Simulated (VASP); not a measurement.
# TiC (Fm-3m) in VASP: notebook

Runs on TiC. Level: r2SCAN. Tasks: single point.

All numbers are computed with VASP 6.6.1; they aren't measurements. Logs are shortened: lines on timing, memory, paths and dates and some standing lists are left out, and cuts for length are marked.

### 1 The cell of the first run

The structure is cubic, space group Fm-3m (No. 225). The conventional cell has a = 4.328 Å, b = 4.328 Å, c = 4.328 Å, α = 90.00°, β = 90.00°, γ = 90.00°. Ti (site symmetry m-3m) has 6 C at 2.16 Å within 2.9 Å. C (site symmetry m-3m) has 6 Ti at 2.16 Å within 2.9 Å.

### 2 Single point, r2SCAN

The input, POSCAR:

```
TiC
1.0
    0.0000000000      2.1639143153      2.1639143153
    2.1639143153      0.0000000000      2.1639143153
    2.1639143153      2.1639143153      0.0000000000
Ti C
1 1
Direct
    0.0000000000      0.0000000000      0.0000000000
    0.5000000000      0.5000000000      0.5000000000
```

The input, INCAR.step1:

```
PREC     = Accurate       # precision mode
ENCUT    = 520            # plane-wave cutoff, eV
ISMEAR   = 0              # smearing method
SIGMA    = 0.1            # smearing width, eV
LREAL    = False          # projectors in reciprocal space
LASPH    = True           # aspherical terms in the spheres
NELM     = 100            # most SCF steps
NBANDS   = 15             # bands
GGA      = PE             # functional
ALGO     = Normal         # electronic algorithm
EDIFF    = 1E-4           # SCF threshold, eV
LWAVE    = True           # write WAVECAR
LCHARG   = False          # write CHGCAR
```

The input, INCAR.step2:

```
PREC     = Accurate       # precision mode
ENCUT    = 520            # plane-wave cutoff, eV
EDIFF    = 1E-7           # SCF threshold, eV
ISMEAR   = 0              # smearing method
SIGMA    = 0.1            # smearing width, eV
LREAL    = False          # projectors in reciprocal space
LASPH    = True           # aspherical terms in the spheres
NELM     = 100            # most SCF steps
ALGO     = Normal         # electronic algorithm
ISIF     = 2              # what is computed and relaxed
LWAVE    = False          # write WAVECAR
LCHARG   = False          # write CHGCAR
METAGGA  = R2SCAN         # meta-GGA
LMIXTAU  = True         
NBANDS   = 15             # bands
ISTART   = 1
```

The input, KPOINTS:

```
regular mesh
0
Gamma
  16 16 16
```

Potentials or basis: VASP PAW PBE potentials, release 64 (Ti_sv, C).

Command:

```sh
cat potpaw_PBE.64/Ti_sv/POTCAR potpaw_PBE.64/C/POTCAR > POTCAR
cp INCAR.step1 INCAR
mpirun -np 1 vasp_std > vasp.out
cp INCAR.step2 INCAR
mpirun -np 1 vasp_std > vasp.out
```

OUTCAR:

```text
PREC = Accurate
   ENCUT = 520
   EDIFF = 1E-7
   ISMEAR = 0
   LREAL = False
   LASPH = True
   NELM = 100
   ISIF = 2
   METAGGA = R2SCAN
   ISTART = 1

 ion  position               nearest neighbor table
   1  0.000  0.000  0.000-   2 2.16   2 2.16   2 2.16   2 2.16   2 2.16   2 2.16
   2  0.500  0.500  0.500-   1 2.16   1 2.16   1 2.16   1 2.16   1 2.16   1 2.16

  LATTYP: Found a face centered cubic cell.
 ALAT       =     4.3278286306

  Lattice vectors:

 A1 = (   0.0000000000,   2.1639143153,   2.1639143153)
 A2 = (   2.1639143153,   0.0000000000,   2.1639143153)
 A3 = (   2.1639143153,   2.1639143153,   0.0000000000)

Analysis of symmetry for initial positions (statically):
=====================================================================
 Subroutine PRICEL returns:
 Original cell was already a primitive cell.

 Routine SETGRP: Setting up the symmetry group for a
 face centered cubic supercell.

 Subroutine GETGRP returns: Found 48 space group operations
 (whereof 48 operations were pure point group operations)
 out of a pool of 48 trial point group operations.

The static configuration has the point symmetry O_h .

Analysis of symmetry for dynamics (positions and initial velocities):
=====================================================================
 Subroutine PRICEL returns:
 Original cell was already a primitive cell.

 Routine SETGRP: Setting up the symmetry group for a
 face centered cubic supercell.

 Subroutine GETGRP returns: Found 48 space group operations
 (whereof 48 operations were pure point group operations)
 out of a pool of 48 trial point group operations.

The dynamic configuration has the point symmetry O_h .

 Subroutine INISYM returns: Found 48 space group operations
 (whereof 48 operations are pure point group operations),
 and found     1 'primitive' translations

----------------------------------------------------------------------------------------

                                     Primitive cell

  volume of cell :      20.2652

  direct lattice vectors                    reciprocal lattice vectors
     0.000000000  2.163914315  2.163914315    -0.231062753  0.231062753  0.231062753
     2.163914315  0.000000000  2.163914315     0.231062753 -0.231062753  0.231062753
     2.163914315  2.163914315  0.000000000     0.231062753  0.231062753 -0.231062753

  length of vectors
     3.060236973  3.060236973  3.060236973     0.400212429  0.400212429  0.400212429

  position of ions in fractional coordinates (direct lattice)
     0.000000000  0.000000000  0.000000000
     0.500000000  0.500000000  0.500000000

  ion indices of the primitive-cell ions
   primitive index   ion index
                 1           1
                 2           2

----------------------------------------------------------------------------------------

 KPOINTS: regular mesh

Automatic generation of k-mesh.
 Grid dimensions read from file:
 generate k-points for:   16   16   16

 Generating k-lattice:

  Cartesian coordinates                     Fractional coordinates (reciprocal lattice)
    -0.014441422  0.014441422  0.014441422     0.062500000  0.000000000  0.000000000
     0.014441422 -0.014441422  0.014441422     0.000000000  0.062500000  0.000000000
     0.014441422  0.014441422 -0.014441422     0.000000000  0.000000000  0.062500000

  Length of vectors
     0.025013277  0.025013277  0.025013277

  Shift w.r.t. Gamma in fractional coordinates (k-lattice)
     0.000000000  0.000000000  0.000000000

 Subroutine IBZKPT returns following result:
 ===========================================

 Found    145 irreducible k-points:

 Following reciprocal coordinates:
            Coordinates               Weight
  0.000000  0.000000  0.000000      1.000000
  0.062500  0.000000  0.000000      8.000000
  0.125000  0.000000  0.000000      8.000000
  0.187500  0.000000  0.000000      8.000000
  0.250000  0.000000  0.000000      8.000000
  0.312500  0.000000  0.000000      8.000000
[... 16 lines left out ...]
 -0.125000  0.062500  0.000000     24.000000
[... 44 lines left out ...]
 cond. band min:       9.5228101344   @ k =   0.1875   0.1875   0.0000
 fundamental gap:      0.0197570772
 Fermi energy:         9.5145417871

 k-point     1 :       0.0000    0.0000    0.0000
  band No.  band energies     occupation
      1     -49.4516      2.00000
      2     -24.4284      2.00000
      3     -24.4283      2.00000
      4     -24.4283      2.00000
      5      -3.6992      2.00000
      6      10.3843      0.00000
      7      10.3843      0.00000
      8      10.3843      0.00000
      9      11.1880      0.00000
     10      11.1880      0.00000
     11      11.1880      0.00000
     12      11.2411      0.00000
     13      11.2411      0.00000
     14      20.7529      0.00000
     15      24.3594      0.00000

 k-point     2 :       0.0625    0.0000    0.0000
  band No.  band energies     occupation
      1     -49.4487      2.00000
      2     -24.4488      2.00000
      3     -24.4302      2.00000
      4     -24.4301      2.00000
      5      -3.6082      2.00000
      6       9.8494      0.00000
      7      10.0387      0.00000
      8      10.0387      0.00000
      9      10.6268      0.00000
     10      10.6269      0.00000
     11      11.5082      0.00000
     12      12.2833      0.00000
     13      12.2833      0.00000
     14      20.9252      0.00000
     15      24.3775      0.00000

 k-point     3 :       0.1250    0.0000    0.0000
  band No.  band energies     occupation
      1     -49.4405      2.00000
      2     -24.5069      2.00000
      3     -24.4354      2.00000
      4     -24.4353      2.00000
      5      -3.3409      2.00000
      6       8.8835      2.00000
      7       9.1577      2.00000
      8       9.1577      2.00000
      9      10.7753      0.00000
     10      10.7753      0.00000
     11      11.8996      0.00000
     12      13.4102      0.00000
     13      13.4102      0.00000
     14      21.3395      0.00000
     15      24.3513      0.00000
[... 343 lines left out ...]
 k-point    23 :      -0.1250    0.0625    0.0000
  band No.  band energies     occupation
      1     -49.4345      2.00000
      2     -24.5406      2.00000
      3     -24.4544      2.00000
      4     -24.4324      2.00000
      5      -3.1422      2.00000
      6       8.3124      2.00000
      7       8.5830      2.00000
      8       8.9230      2.00000
      9      10.6985      0.00000
     10      11.1929      0.00000
     11      12.2238      0.00000
     12      13.2684      0.00000
     13      14.4292      0.00000
     14      21.6168      0.00000
     15      24.3046      0.00000

 k-point    24 :      -0.0625    0.0625    0.0000
  band No.  band energies     occupation
      1     -49.4441      2.00000
      2     -24.4771      2.00000
      3     -24.4417      2.00000
      4     -24.4293      2.00000
      5      -3.4594      2.00000
      6       9.2710      1.99943
      7       9.3863      1.93031
      8       9.5579      0.53953
      9      10.4998      0.00000
     10      10.9983      0.00000
     11      11.8826      0.00000
     12      12.4374      0.00000
     13      13.3229      0.00000
     14      21.1894      0.00000
     15      24.3828      0.00000

 [... further k-points ...]
[... 5 lines left out ...]
  --------------------------------------------------------------------------------------
  -------------------------------------------------------------------------------------
  Total        0.1218695      0.1218695      0.1218695      0.0000000      0.0000000     -0.0000000
  in kB        9.6350848      9.6350848      9.6350848      0.0000000      0.0000000     -0.0000000
  external PRESSURE =       9.6350848 kB  Pullay stress =       0.0000000 kB

 VOLUME and BASIS-vectors are now :
 -----------------------------------------------------------------------------
  energy-cutoff  :      520.00
  volume of cell :       20.27
      direct lattice vectors                 reciprocal lattice vectors
     0.000000000  2.163914315  2.163914315    -0.231062753  0.231062753  0.231062753
     2.163914315  0.000000000  2.163914315     0.231062753 -0.231062753  0.231062753
     2.163914315  2.163914315  0.000000000     0.231062753  0.231062753 -0.231062753

 POSITION                                       TOTAL-FORCE (eV/Angst)
 -----------------------------------------------------------------------------------
      0.00000      0.00000      0.00000         0.000000      0.000000     -0.000000
      2.16391      2.16391      2.16391         0.000000     -0.000000      0.000000
 -----------------------------------------------------------------------------------
    total drift:                                0.000000     -0.000000     -0.000000

  FREE ENERGIE OF THE ION-ELECTRON SYSTEM (eV)
  ---------------------------------------------------
  free  energy   TOTEN  =       -24.8688329119 eV

  energy  without entropy=      -24.8668231032  energy(sigma->0) =      -24.86782801
```

Run time: 2 min. Hardware: 1 thread of Intel Xeon Platinum 8259CL at 2.50GHz (Skylake/Cascade Lake), shared host; peak memory 0.17 GiB.

What came out:

```yaml
Free_energy: -24.8688 eV
Pressure: 1.0 GPa
Band_gap_on_the_k_mesh: zero (band 8 reaches 10.38 eV, above the bottom of band 9 at 9.07 eV)
```

Levels at points of the mesh, in eV from the Fermi level:
| k point | band 4 | band 5 | band 6 | band 7 | band 8 | band 9 | band 10 | band 11 | band 12 | band 13 |
| --- | --- | --- | --- | --- | --- | --- | --- | --- | --- | --- |
| (0.00, 0.00, 0.00) | -33.94 | -13.21 | 0.87 | 0.87 | 0.87 | 1.67 | 1.67 | 1.67 | 1.73 | 1.73 |
| (0.50, 0.00, 0.00) | -33.99 | -9.70 | -6.10 | -3.13 | -3.13 | 3.16 | 3.16 | 4.40 | 8.55 | 8.55 |
| (0.50, 0.50, 0.00) | -34.12 | -10.94 | -3.68 | -1.52 | -0.14 | -0.14 | 2.75 | 3.79 | 3.79 | 5.98 |

Caveat: the PAW data sets were made with another functional, which shifts forces and pressure a little.

### 3 Single point, r2SCAN (equal strain along all axes, cell held: -6.0 %)

The input, POSCAR:

```
TiC
1.0
    2.0340794666      2.0340794666      0.0000000000
   -2.0340794666      2.0340794666      0.0000000000
    0.0000000000      0.0000000000      4.0681589332
Ti C
2 2
Direct
    0.0000000000      0.0000000000      0.0000000000
    0.5000000000      0.5000000000      0.5000000000
    0.5000000000      0.5000000000      0.0000000000
    0.0000000000      0.0000000000      0.5000000000
```

The input, INCAR.step1:

```
SYSTEM = TiC
PREC = Accurate
ENCUT = 520
ISMEAR = 0
SIGMA = 0.1
LREAL = .False.
LASPH = .True.
NELM = 100
NBANDS = 24
GGA = PE
ALGO = Normal
EDIFF = 1E-4
LWAVE = .True.
LCHARG = .False.
```

The input, INCAR.step2:

```
SYSTEM = TiC
PREC = Accurate
ENCUT = 520
EDIFF = 1E-7
ISMEAR = 0
SIGMA = 0.1
LREAL = .False.
LASPH = .True.
NELM = 100
ALGO = Normal
ISIF = 2
LWAVE = .False.
LCHARG = .False.
METAGGA = R2SCAN
LMIXTAU = .True.
NBANDS = 24
ISTART = 1
```

The input, KPOINTS:

```
Automatic mesh
0
Gamma
  18 18 12
  0 0 0
```

Potentials or basis: VASP PAW PBE potentials, release 64 (Ti_sv, C).

Command:

```sh
cat potpaw_PBE.64/Ti_sv/POTCAR potpaw_PBE.64/C/POTCAR > POTCAR
cp INCAR.step1 INCAR
mpirun -np 1 vasp_std > vasp.out
cp INCAR.step2 INCAR
mpirun -np 1 vasp_std > vasp.out
```

It took 10 min on 1 thread of Intel Xeon Platinum 8488C (Sapphire Rapids), shared host; peak memory 0.36 GiB.

The run converged. Its results:

- Free energy: -48.3916 eV
- Pressure: 71.5 GPa
- Band gap on the k mesh: zero (band 16 reaches 12.78 eV, above the bottom of band 17 at 11.38 eV)

Levels at points of the mesh, in eV from the Fermi level:
```tsv
k point	band 14	band 15	band 16	band 17	band 18	band 19
(0.00, 0.00, 0.00)	0.06	0.89	0.89	0.89	1.89	1.89
(0.50, 0.00, 0.00)	-3.43	-3.27	-3.27	2.88	2.88	4.26
(0.50, 0.50, 0.00)	-2.22	0.06	0.06	0.06	0.06	3.48
(0.00, 0.00, 0.50)	-0.88	-0.51	-0.51	-0.51	-0.51	2.77
(0.50, 0.00, 0.50)	-3.86	-3.86	-3.86	3.96	3.96	3.96
(0.50, 0.50, 0.50)	-3.65	-3.45	-3.45	3.68	3.68	3.68
```

Caveat: the cell differs from its parent crystal (equal strain along all axes, cell held: -6.0 %); the PAW data sets were made with another functional, which shifts forces and pressure a little.

### 4 Single point, r2SCAN (equal strain along all axes, cell held: -4.0 %)

The input, POSCAR:

```
TiC
1.0
    2.0773577531      2.0773577531      0.0000000000
   -2.0773577531      2.0773577531      0.0000000000
    0.0000000000      0.0000000000      4.1547155063
Ti C
2 2
Direct
    0.0000000000      0.0000000000      0.0000000000
    0.5000000000      0.5000000000      0.5000000000
    0.5000000000      0.5000000000      0.0000000000
    0.0000000000      0.0000000000      0.5000000000
```

The input, INCAR.step1:

```
SYSTEM = TiC
ALGO = Normal ; EDIFF = 1E-4
ENCUT = 520 ; GGA = PE
ISMEAR = 0 ; LASPH = .TRUE.
LCHARG = .FALSE. ; LREAL = .FALSE.
LWAVE = .TRUE. ; NBANDS = 24
NELM = 100 ; PREC = Accurate
SIGMA = 0.1
```

The input, INCAR.step2:

```
SYSTEM = TiC
ALGO = Normal ; EDIFF = 1E-6
ENCUT = 520 ; ISIF = 2
ISMEAR = 0 ; ISTART = 1
LASPH = .TRUE. ; LCHARG = .FALSE.
LMIXTAU = .TRUE. ; LREAL = .FALSE.
LWAVE = .FALSE. ; METAGGA = R2SCAN
NBANDS = 24 ; NELM = 100
PREC = Accurate ; SIGMA = 0.1
```

The input, KPOINTS:

```
k-points
0
G
  18 18 12
  0 0 0
```

Command:

```sh
cat potpaw_PBE.64/Ti_sv/POTCAR potpaw_PBE.64/C/POTCAR > POTCAR
cp INCAR.step1 INCAR
mpirun -np 1 vasp_std > vasp.out
cp INCAR.step2 INCAR
mpirun -np 1 vasp_std > vasp.out
```

Run time: 9.6 min. Hardware: 1 thread of Intel Xeon Platinum 8488C (Sapphire Rapids), shared host; peak memory 0.38 GiB.

The run converged. Its results:

```
Free energy            : -49.1633 eV
Pressure               : 42.2 GPa
Band gap on the k mesh : zero (band 16 reaches 11.94 eV, above the bottom of band 17 at 10.55 eV)
```

Levels at points of the mesh, in eV from the Fermi level:
```tsv
k point	band 12	band 13	band 14	band 15	band 16	band 17	band 18	band 19	band 20	band 21
(0.00, 0.00, 0.00)	-1.96	-0.03	-0.03	0.89	0.89	0.89	1.81	1.81	1.81	1.99
(0.50, 0.00, 0.00)	-5.13	-3.21	-3.21	-3.13	-3.13	2.71	2.71	3.93	3.93	4.84
(0.50, 0.50, 0.00)	-3.75	-1.96	-1.96	-0.03	-0.03	-0.03	-0.03	3.22	3.22	4.43
(0.00, 0.00, 0.50)	-4.11	-0.72	-0.72	-0.50	-0.50	-0.50	-0.50	2.57	2.57	4.61
(0.50, 0.00, 0.50)	-6.71	-3.60	-3.60	-3.60	-3.60	3.67	3.67	3.67	3.67	5.16
(0.50, 0.50, 0.50)	-3.55	-3.55	-3.55	-3.27	-3.27	3.44	3.44	3.44	3.44	4.44
```

Caveat: the cell differs from its parent crystal (equal strain along all axes, cell held: -4.0 %); the PAW data sets were made with another functional, which shifts forces and pressure a little.

### 5 Single point, r2SCAN

The input, POSCAR:

```
TiC
1.0
    0.0000000000      2.1639143153      2.1639143153
    2.1639143153      0.0000000000      2.1639143153
    2.1639143153      2.1639143153      0.0000000000
Ti C
1 1
Direct
    0.0000000000      0.0000000000      0.0000000000
    0.5000000000      0.5000000000      0.5000000000
```

The input, INCAR.step1:

```
PREC     = Accurate       # precision mode
ENCUT    = 910            # plane-wave cutoff, eV
ISMEAR   = 0              # smearing method
SIGMA    = 0.1            # smearing width, eV
LREAL    = False          # projectors in reciprocal space
LASPH    = True           # aspherical terms in the spheres
NELM     = 120            # most SCF steps
NBANDS   = 15             # bands
GGA      = PE             # functional
ALGO     = Normal         # electronic algorithm
EDIFF    = 1E-5           # SCF threshold, eV
LWAVE    = True           # write WAVECAR
LCHARG   = False          # write CHGCAR
GGA_COMPAT= False
```

The input, INCAR.step2:

```
PREC     = Accurate       # precision mode
ENCUT    = 910            # plane-wave cutoff, eV
EDIFF    = 1E-6           # SCF threshold, eV
ISMEAR   = 0              # smearing method
SIGMA    = 0.1            # smearing width, eV
LREAL    = False          # projectors in reciprocal space
LASPH    = True           # aspherical terms in the spheres
NELM     = 120            # most SCF steps
ALGO     = Normal         # electronic algorithm
ISIF     = 2              # what is computed and relaxed
LWAVE    = False          # write WAVECAR
LCHARG   = False          # write CHGCAR
METAGGA  = R2SCAN         # meta-GGA
LMIXTAU  = True         
NBANDS   = 15             # bands
ISTART   = 1            
GGA_COMPAT= False
```

The input, KPOINTS:

```
regular mesh
0
Gamma
  16 16 16
```

Potentials or basis: VASP PAW PBE potentials, release 64 (Ti_sv, C_h).

Command:

```sh
cat potpaw_PBE.64/Ti_sv/POTCAR potpaw_PBE.64/C_h/POTCAR > POTCAR
cp INCAR.step1 INCAR
mpirun -np 1 vasp_std > vasp.out
cp INCAR.step2 INCAR
mpirun -np 1 vasp_std > vasp.out
```

Wall time 3.4 min (1 thread of Intel Xeon 6975P-C (Granite Rapids), shared host); peak memory 0.25 GiB.

The run converged. Its results:

```yaml
Free_energy: -24.8789 eV
Pressure: 0.8 GPa
Band_gap_on_the_k_mesh: zero (band 8 reaches 10.72 eV, above the bottom of band 9 at 9.41 eV)
```

Levels at points of the mesh, in eV from the Fermi level:
| k point | band 6 | band 7 | band 8 | band 9 | band 10 | band 11 |
| --- | --- | --- | --- | --- | --- | --- |
| (0.00, 0.00, 0.00) | 0.87 | 0.87 | 0.87 | 1.67 | 1.67 | 1.67 |
| (0.50, 0.00, 0.00) | -6.09 | -3.13 | -3.13 | 3.16 | 3.16 | 4.40 |
| (0.50, 0.50, 0.00) | -3.68 | -1.52 | -0.14 | -0.14 | 2.75 | 3.79 |

Caveat: the cutoff is under 1.25 times the usual one of these potentials, so pressure, stress and relaxed cells hold a basis-set (Pulay) error; the PAW data sets were made with another functional, which shifts forces and pressure a little.

### 6 Overview

| potentials or basis | cell | k mesh | cutoff (eV) | second run | gap on the mesh (eV) | pressure (GPa) |
| --- | --- | --- | --- | --- | --- | --- |
| VASP PAW PBE potentials, release 64 (Ti_sv, C) | a = 3.060 Å, angles 60.0°, 2 atoms | 16 × 16 × 16 | 520 | - | none | 1.0 |
| VASP PAW PBE potentials, release 64 (Ti_sv, C) | a = 2.877, b = 2.877, c = 4.068 Å, 4 atoms | 18 × 18 × 12 | 520 | - | none | 71.5 |
| VASP PAW PBE potentials, release 64 (Ti_sv, C) | a = 2.938, b = 2.938, c = 4.155 Å, 4 atoms | 18 × 18 × 12 | 520 | - | none | 42.2 |
| VASP PAW PBE potentials, release 64 (Ti_sv, C_h) | a = 3.060 Å, angles 60.0°, 2 atoms | 16 × 16 × 16 | 910 | hard_potentials | none | 0.8 |

Alike in all rows: task single point; level r2SCAN; no spin polarisation; smearing gaussian 0.1 eV.

Caveats: the PAW data sets were made with another functional, which shifts forces and pressure a little; the cutoff is under 1.25 times the usual one of these potentials, so pressure, stress and relaxed cells hold a basis-set (Pulay) error (some runs).

Total energies depend on the potentials used, so only differences within one code and one set of settings carry meaning.
